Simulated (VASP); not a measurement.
# Ge (I4_1/amd) in VASP: a series of runs

The runs below take Ge through single point, with PBE.

Everything below comes from runs of VASP 6.6.1. Logs are shortened: lines on timing, memory, paths and dates and some standing lists are left out, and cuts for length are marked.

## Step 1: The cell of the first run

The structure is tetragonal, space group I4_1/amd (No. 141). Conventional cell: a = 3.880 Å, b = 3.880 Å, c = 5.658 Å, α = 90.00°, β = 90.00°, γ = 90.00°. Ge (site symmetry -4m2) has 4 Ge at 2.40 Å within 3.2 Å.

## Step 2: Single point, PBE (strain -0.030 along x and y, +0.000 along z)

Input file INCAR:

```
SYSTEM = Ge
PREC     = Accurate       ! precision mode
ENCUT    = 520            ! plane-wave cutoff, eV
EDIFF    = 1E-7           ! SCF threshold, eV
ISMEAR   = 0              ! smearing method
SIGMA    = 0.15           ! smearing width, eV
LREAL    = .False.        ! projectors in reciprocal space
LASPH    = .True.         ! aspherical terms in the spheres
NELM     = 100            ! most SCF steps
ALGO     = Normal         ! electronic algorithm
ISIF     = 2              ! what is computed and relaxed
LWAVE    = .False.        ! write WAVECAR
LCHARG   = .False.        ! write CHGCAR
GGA      = PE             ! functional
NBANDS   = 21             ! bands
```

Input file KPOINTS:

```
Automatic mesh
0
Gamma
  14 14 14
  0 0 0
```

Input file POSCAR:

```
Ge
1.0
    0.0000000000      2.7439069000      2.8287700000
    2.7439069000      0.0000000000      2.8287700000
    2.7439069000      2.7439069000      0.0000000000
Ge
2
Direct
    0.5000000000      0.5000000000      0.5000000000
    0.7500000000      0.7500000000      0.7500000000
```

Potentials or basis: VASP PAW PBE potentials, release 64 (Ge_d).

Run with:

```
$ cat potpaw_PBE.64/Ge_d/POTCAR > POTCAR
$ mpirun -np 1 vasp_std > vasp.out
```

OUTCAR:

```text
SYSTEM = Ge
   PREC = Accurate
   ENCUT = 520
   EDIFF = 1E-7
   ISMEAR = 0
   LREAL = .False.
   LASPH = .True.
   NELM = 100
   ISIF = 2
   GGA = PE

 ion  position               nearest neighbor table
   1  0.500  0.500  0.500-   2 2.40   2 2.40   2 2.40   2 2.40
   2  0.750  0.750  0.750-   1 2.40   1 2.40   1 2.40   1 2.40

  LATTYP: Found a body centered tetragonal cell.
 ALAT       =     3.8804703519
 C/A-ratio  =     1.4579521262

  Lattice vectors:

 A1 = (  -2.7439069000,   0.0000000000,   2.8287700000)
 A2 = (   2.7439069000,   0.0000000000,   2.8287700000)
 A3 = (   0.0000000000,   2.7439069000,  -2.8287700000)

Analysis of symmetry for initial positions (statically):
=====================================================================
 Subroutine PRICEL returns:
 Original cell was already a primitive cell.

 Routine SETGRP: Setting up the symmetry group for a
 body centered tetragonal supercell.

 Subroutine GETGRP returns: Found 16 space group operations
 (whereof  8 operations were pure point group operations)
 out of a pool of 16 trial point group operations.

The static configuration has the point symmetry D_2d.
 The point group associated with its full space group is D_4h.

Analysis of symmetry for dynamics (positions and initial velocities):
=====================================================================
 Subroutine PRICEL returns:
 Original cell was already a primitive cell.

 Routine SETGRP: Setting up the symmetry group for a
 body centered tetragonal supercell.

 Subroutine GETGRP returns: Found 16 space group operations
 (whereof  8 operations were pure point group operations)
 out of a pool of 16 trial point group operations.

The dynamic configuration has the point symmetry D_2d.
 The point group associated with its full space group is D_4h.

 Subroutine INISYM returns: Found 16 space group operations
 (whereof  8 operations are pure point group operations),
 and found     1 'primitive' translations

----------------------------------------------------------------------------------------

                                     Primitive cell

  volume of cell :      42.5958

  direct lattice vectors                    reciprocal lattice vectors
     0.000000000  2.743906900  2.828770000    -0.182221926  0.182221926  0.176755268
     2.743906900  0.000000000  2.828770000     0.182221926 -0.182221926  0.176755268
     2.743906900  2.743906900  0.000000000     0.182221926  0.182221926 -0.176755268

  length of vectors
     3.940934507  3.940934507  3.880470352     0.312493337  0.312493337  0.312493337

  position of ions in fractional coordinates (direct lattice)
     0.500000000  0.500000000  0.500000000
     0.750000000  0.750000000  0.750000000

  ion indices of the primitive-cell ions
   primitive index   ion index
                 1           1
                 2           2

----------------------------------------------------------------------------------------

 KPOINTS: Automatic mesh

Automatic generation of k-mesh.
 Grid dimensions read from file:
 generate k-points for:   14   14   14

 Generating k-lattice:

  Cartesian coordinates                     Fractional coordinates (reciprocal lattice)
    -0.013015852  0.013015852  0.012625376     0.071428571 -0.000000000  0.000000000
     0.013015852 -0.013015852  0.012625376    -0.000000000  0.071428571  0.000000000
     0.013015852  0.013015852 -0.012625376     0.000000000  0.000000000  0.071428571

  Length of vectors
     0.022320953  0.022320953  0.022320953

  Shift w.r.t. Gamma in fractional coordinates (k-lattice)
     0.000000000  0.000000000  0.000000000

 Subroutine IBZKPT returns following result:
 ===========================================

 Found    244 irreducible k-points:

 Following reciprocal coordinates:
            Coordinates               Weight
  0.000000  0.000000  0.000000      1.000000
  0.071429  0.000000  0.000000      8.000000
  0.142857 -0.000000  0.000000      8.000000
  0.214286  0.000000  0.000000      8.000000
  0.285714  0.000000  0.000000      8.000000
  0.357143  0.000000  0.000000      8.000000
[... 16 lines left out ...]
  0.214286  0.142857  0.000000      8.000000
  0.285714  0.142857  0.000000      8.000000
 [... further k-points ...]
   k-points           NKPTS =    244   k-points in BZ     NKDIM =    244   number of bands    NBANDS=     21
   number of dos      NEDOS =    301   number of ions     NIONS =      2
   total plane-waves  NPLWV =  27000
   dimension x,y,z NGX =    30 NGY =   30 NGZ =   30
   dimension x,y,z NGXF=    60 NGYF=   60 NGZF=   60
   ions per type =               2
   NGX,Y,Z   is equivalent  to a cutoff of  12.66, 12.66, 12.85 a.u.
   NGXF,Y,Z  is equivalent  to a cutoff of  25.31, 25.31, 25.71 a.u.
 SYSTEM =  Ge
   PREC   = accura    normal or accurate (medium, high low for compatibility)
   ISTART =      0    job   : 0-new  1-cont  2-samecut
   ICHARG =      2    charge: 1-file 2-atom 10-const
   ISPIN  =      1    spin polarized calculation?
   LNONCOLLINEAR =      F non collinear calculations
   LSORBIT =      F    spin-orbit coupling
   LASPH  =      T    aspherical Exc in radial PAW
   ENCUT  =  520.0 eV  38.22 Ry    6.18 a.u.   7.33  7.33  7.22*2*pi/ulx,y,z
   NELM   =    100;   NELMIN=  2; NELMDL= -5     # of ELM steps
   EDIFF  = 0.1E-06   stopping-criterion for ELM
   LREAL  =      F    real-space projection
   EDIFFG = 0.1E-05   stopping-criterion for IOM
   NSW    =      0    number of steps for IOM
   IBRION =     -1    ionic relax: 0-MD 1-quasi-New 2-CG
   NFREE  =      0    steps in history (QN), initial steepest desc. (CG)
   ISIF   =      2    stress and relaxation
   ISYM   =      2    0-nonsym 1-usesym 2-fastsym
   POTIM  = 0.5000    time-step for ionic-motion
   TEBEG  =    0.0;   TEEND  =   0.0 temperature during run
   PSTRESS=    0.0 pullay stress
   NELECT =      28.0000    total number of electrons
   NUPDOWN=      -1.0000    fix difference up-down
   EMIN   =  10.00;   EMAX   =-10.00  energy-range for DOS
   EFERMI =   0.00;   METHOD = LEGACY
   ISMEAR =     0;   SIGMA  =   0.15  broadening in eV -4-tet -1-fermi 0-gaus
   EFERMI_NEDOS =   21; number of points for ismear=-14 and -15
   IALGO  =     38    algorithm
   IMIX   =      4    mixing-type and parameters
     AMIX     =   0.40;   BMIX     =  1.00
     AMIX_MAG =   1.60;   BMIX_MAG =  1.00
  volume/ion in A,a.u.               =      21.30       143.73
  Fermi-wavevector in a.u.,A,eV,Ry     =   1.423439  2.689909 27.567815  2.026177
  Thomas-Fermi vector in A             =   2.544036
   LORBIT       =      0    0 simple, 1 ext, 2 COOP (PROOUT), +10 PAW based schemes
   GGA     = PE    functional components
   LHFCALC =     F    Hartree Fock is set to
   AEXX    =    0.0000 exact exchange contribution
   IVDW    =     0    specifies the selected vdW correction
   LEPSILON=     F    determine dielectric tensor
   LRPA    =     F    only Hartree local field effects (RPA)
 non-spin polarized calculation
 Gauss-broadening in eV      SIGMA  =   0.15
  energy-cutoff  :      520.00
  volume of cell :       42.60
 maximum number of plane-waves:      1179
 NGX is ok and might be reduce to    30
   NGX = 15   NGY = 15   NGZ = 15

 number of electron      27.9999985 magnetization

 Free energy of the ion-electron system (eV)
  ---------------------------------------------------
  ext. energy  EPLUGINS =         0.00000000
  ---------------------------------------------------
  free energy    TOTEN  =        -8.90046060 eV

  energy without entropy =       -8.90028753  energy(sigma->0) =       -8.90037407

 E-fermi :   5.7945     XC(G=0): -10.2196

 val. band max:        5.6936017414   @ k =   0.0000   0.0000   0.0000
 cond. band min:       5.9658942001   @ k =   0.5000   0.0000   0.0000
 fundamental gap:      0.2722924587
 Fermi energy:         5.7944604413

 k-point     1 :       0.0000    0.0000    0.0000
  band No.  band energies     occupation
      1     -19.3076      2.00000
      2     -19.3076      2.00000
      3     -19.2984      2.00000
      4     -19.2655      2.00000
      5     -19.2612      2.00000
      6     -19.0274      2.00000
[... 13 lines left out ...]
     20      14.9065      0.00000
     21      15.5811      0.00000

 k-point     2 :       0.0714    0.0000    0.0000
  band No.  band energies     occupation
      1     -19.3114      2.00000
      2     -19.3084      2.00000
      3     -19.3009      2.00000
      4     -19.2597      2.00000
      5     -19.2562      2.00000
      6     -19.0303      2.00000
[... 13 lines left out ...]
     20      14.4432      0.00000
     21      15.0220      0.00000

 k-point     3 :       0.1429   -0.0000    0.0000
  band No.  band energies     occupation
      1     -19.3191      2.00000
      2     -19.3136      2.00000
      3     -19.3007      2.00000
      4     -19.2478      2.00000
      5     -19.2453      2.00000
      6     -19.0371      2.00000
[... 13 lines left out ...]
     20      13.9504      0.00000
     21      14.3733      0.00000

 k-point     4 :       0.2143    0.0000    0.0000
  band No.  band energies     occupation
      1     -19.3266      2.00000
      2     -19.3197      2.00000
      3     -19.2973      2.00000
      4     -19.2354      2.00000
      5     -19.2337      2.00000
      6     -19.0446      2.00000
[... 13 lines left out ...]
     20      13.9994      0.00000
     21      14.0807      0.00000

 k-point     5 :       0.2857    0.0000    0.0000
  band No.  band energies     occupation
      1     -19.3321      2.00000
      2     -19.3240      2.00000
      3     -19.2931      2.00000
      4     -19.2253      2.00000
      5     -19.2243      2.00000
      6     -19.0506      2.00000
[... 13 lines left out ...]
     20      14.2894      0.00000
     21      14.2919      0.00000
[... 382 lines left out ...]
     20      14.2086      0.00000
     21      14.5987      0.00000

 k-point    22 :       0.1429    0.1429    0.0000
  band No.  band energies     occupation
      1     -19.3167      2.00000
      2     -19.3167      2.00000
      3     -19.3147      2.00000
      4     -19.2478      2.00000
      5     -19.2250      2.00000
      6     -19.0731      2.00000
[... 13 lines left out ...]
     20      13.7066      0.00000
     21      15.9249      0.00000

 k-point    23 :       0.2143    0.1429    0.0000
  band No.  band energies     occupation
      1     -19.3259      2.00000
      2     -19.3221      2.00000
      3     -19.3107      2.00000
      4     -19.2392      2.00000
      5     -19.2100      2.00000
      6     -19.0886      2.00000
[... 13 lines left out ...]
     20      14.5061      0.00000
     21      15.7511      0.00000

 k-point    24 :       0.2857    0.1429    0.0000
  band No.  band energies     occupation
      1     -19.3348      2.00000
      2     -19.3282      2.00000
      3     -19.3024      2.00000
      4     -19.2287      2.00000
      5     -19.1968      2.00000
      6     -19.1002      2.00000
[... 13 lines left out ...]
     20      15.1587      0.00000
     21      15.6775      0.00000

 [... further k-points ...]
[... 5 lines left out ...]
  --------------------------------------------------------------------------------------
  -------------------------------------------------------------------------------------
  Total        2.5816494      2.5816494      1.9480589      0.0000000      0.0000000      0.0000000
  in kB       97.1049738     97.1049738     73.2733912      0.0000000      0.0000000      0.0000000
  external PRESSURE =      89.1611129 kB  Pullay stress =       0.0000000 kB

 VOLUME and BASIS-vectors are now :
 -----------------------------------------------------------------------------
  energy-cutoff  :      520.00
  volume of cell :       42.60
      direct lattice vectors                 reciprocal lattice vectors
     0.000000000  2.743906900  2.828770000    -0.182221926  0.182221926  0.176755268
     2.743906900  0.000000000  2.828770000     0.182221926 -0.182221926  0.176755268
     2.743906900  2.743906900  0.000000000     0.182221926  0.182221926 -0.176755268

 POSITION                                       TOTAL-FORCE (eV/Angst)
 -----------------------------------------------------------------------------------
      2.74391      2.74391      2.82877        -0.000000     -0.000000      0.000000
      4.11586      4.11586      4.24315         0.000000      0.000000      0.000000
 -----------------------------------------------------------------------------------
    total drift:                                0.000000     -0.000000     -0.000000

  FREE ENERGIE OF THE ION-ELECTRON SYSTEM (eV)
  ---------------------------------------------------
  free  energy   TOTEN  =        -8.9004606000 eV

  energy  without entropy=       -8.9002875338  energy(sigma->0) =       -8.90037407
```

Wall time 4.9 min (1 thread of Intel Xeon 8259CL, shared host); peak memory 0.3 GiB.

Results:

* Free energy: -8.9005 eV
* Pressure: 8.9 GPa
* Band gap on the k mesh: 0.27 eV (least direct gap 0.51 eV)

Caveat: the cell differs from its parent crystal (strain -0.030 along x and y, +0.000 along z); the cell stands under pressure.

## Step 3: Single point, PBE (strain -0.015 along x and y, -0.030 along z)

Input file INCAR:

```
SYSTEM = Ge
ALGO     = Normal         ! electronic algorithm
EDIFF    = 1E-6           ! SCF threshold, eV
ENCUT    = 520            ! plane-wave cutoff, eV
GGA      = PE             ! functional
ISIF     = 2              ! what is computed and relaxed
ISMEAR   = 0              ! smearing method
LASPH    = .True.         ! aspherical terms in the spheres
LCHARG   = .False.        ! write CHGCAR
LREAL    = .False.        ! projectors in reciprocal space
LWAVE    = .False.        ! write WAVECAR
NBANDS   = 21             ! bands
NELM     = 80             ! most SCF steps
PREC     = Accurate       ! precision mode
SIGMA    = 0.15           ! smearing width, eV
```

Input file KPOINTS:

```
k-points
0
Gamma
  14 14 14
  0 0 0
```

Input file POSCAR:

```
Ge
1.0
    0.0000000000      2.7863384500      2.7439069000
    2.7863384500      0.0000000000      2.7439069000
    2.7863384500      2.7863384500      0.0000000000
Ge
2
Direct
    0.5000000000      0.5000000000      0.5000000000
    0.7500000000      0.7500000000      0.7500000000
```

Potentials or basis: VASP PAW PBE potentials, release 64 (Ge_d).

Run with:

```
$ cat potpaw_PBE.64/Ge_d/POTCAR > POTCAR
$ mpirun -np 1 vasp_std > vasp.out
```

OUTCAR:

```text
SYSTEM = Ge
   EDIFF = 1E-6
   ENCUT = 520
   GGA = PE
   ISIF = 2
   ISMEAR = 0
   LASPH = .True.
   LREAL = .False.
   NELM = 80
   PREC = Accurate

 ion  position               nearest neighbor table
   1  0.500  0.500  0.500-   2 2.40   2 2.40   2 2.40   2 2.40
   2  0.750  0.750  0.750-   1 2.40   1 2.40   1 2.40   1 2.40

  LATTYP: Found a body centered tetragonal cell.
 ALAT       =     3.9404776254
 C/A-ratio  =     1.3926773152

  Lattice vectors:

 A1 = (   0.0000000000,  -2.7863384500,  -2.7439069000)
[... 192 lines left out ...]
      4     -19.2668      2.00000
      5     -19.2645      2.00000
      6     -19.0225      2.00000
[... 565 lines left out ...]
     20      15.1726      0.00000
     21      15.5268      0.00000

 [... further k-points ...]
[... 5 lines left out ...]
  --------------------------------------------------------------------------------------
  -------------------------------------------------------------------------------------
  Total        2.2693674      2.2693674      2.5594398      0.0000000      0.0000000      0.0000000
  in kB       85.3391470     85.3391470     96.2472650      0.0000000      0.0000000      0.0000000
  external PRESSURE =      88.9751863 kB  Pullay stress =       0.0000000 kB

 VOLUME and BASIS-vectors are now :
 -----------------------------------------------------------------------------
  energy-cutoff  :      520.00
  volume of cell :       42.61
      direct lattice vectors                 reciprocal lattice vectors
     0.000000000  2.786338450  2.743906900    -0.179446973  0.179446973  0.182221926
     2.786338450  0.000000000  2.743906900     0.179446973 -0.179446973  0.182221926
     2.786338450  2.786338450  0.000000000     0.179446973  0.179446973 -0.182221926

 POSITION                                       TOTAL-FORCE (eV/Angst)
 -----------------------------------------------------------------------------------
      2.78634      2.78634      2.74391         0.000000      0.000000      0.000000
      4.17951      4.17951      4.11586        -0.000000     -0.000000     -0.000000
 -----------------------------------------------------------------------------------
    total drift:                                0.000000     -0.000000     -0.000000

  FREE ENERGIE OF THE ION-ELECTRON SYSTEM (eV)
  ---------------------------------------------------
  free  energy   TOTEN  =        -8.9057763041 eV

  energy  without entropy=       -8.9056736405  energy(sigma->0) =       -8.90572497
```

OSZICAR:

```text
N       E                     dE             d eps       ncg     rms          rms(c)
DAV:   1     0.189507826848E+03    0.18951E+03   -0.14516E+04 11515   0.372E+03
DAV:   2     0.181179128013E+02   -0.17139E+03   -0.16570E+03 10293   0.614E+02
DAV:   3    -0.815464360945E+01   -0.26273E+02   -0.26096E+02 11808   0.142E+02
DAV:   4    -0.900031719068E+01   -0.84567E+00   -0.84521E+00 11523   0.300E+01
DAV:   5    -0.901362281569E+01   -0.13306E-01   -0.13305E-01 11823   0.413E+00    0.348E+00
DAV:   6    -0.894107207215E+01    0.72551E-01   -0.24968E-02 11638   0.136E+00    0.206E+00
DAV:   7    -0.890389070112E+01    0.37181E-01   -0.56377E-02 12530   0.196E+00    0.150E-01
DAV:   8    -0.890558778283E+01   -0.16971E-02   -0.56104E-03 11488   0.796E-01    0.439E-02
DAV:   9    -0.890576966539E+01   -0.18188E-03   -0.23145E-04 11633   0.150E-01    0.142E-02
DAV:  10    -0.890577465681E+01   -0.49914E-05   -0.16792E-05 12882   0.535E-02    0.645E-03
DAV:  11    -0.890577610246E+01   -0.14457E-05   -0.37279E-06  9281   0.207E-02    0.201E-03
DAV:  12    -0.890577630411E+01   -0.20164E-06   -0.25600E-07  7949   0.381E-03
   1 F= -.89057763E+01 E0= -.89057250E+01  d E =-.102664E-03
```

It took 5 min on 1 thread of Intel Xeon 8259CL, shared host; peak memory 0.3 GiB.

Results:

| Property | Result |
| --- | --- |
| Free energy | -8.9058 eV |
| Pressure | 8.9 GPa |
| Band gap on the k mesh | 0.29 eV (least direct gap 0.52 eV) |

Stress tensor (GPa, compression positive):
```
8.53 0.00 0.00
0.00 8.53 0.00
0.00 0.00 9.62
```

Levels at points of the mesh, in eV from the valence-band top:
| k point | band 11 | band 12 | band 13 | band 14 | band 15 | band 16 | band 17 | band 18 |
| --- | --- | --- | --- | --- | --- | --- | --- | --- |
| (0.00, 0.00, 0.00) | -13.33 | -0.12 | -0.12 | 0.00 | 0.52 | 2.45 | 2.52 | 2.52 |
| (0.50, 0.00, 0.00) | -11.09 | -7.98 | -1.66 | -1.51 | 0.29 | 3.64 | 3.75 | 7.07 |
| (0.50, 0.50, 0.00) | -9.15 | -9.15 | -3.45 | -3.45 | 0.50 | 0.50 | 9.96 | 9.96 |
| (0.50, 0.00, 0.50) | -9.24 | -9.24 | -3.34 | -3.34 | 0.63 | 0.63 | 9.93 | 9.93 |

Caveat: the cell differs from its parent crystal (strain -0.015 along x and y, -0.030 along z); the cell stands under pressure.

(Continued in part 2 of 2.)
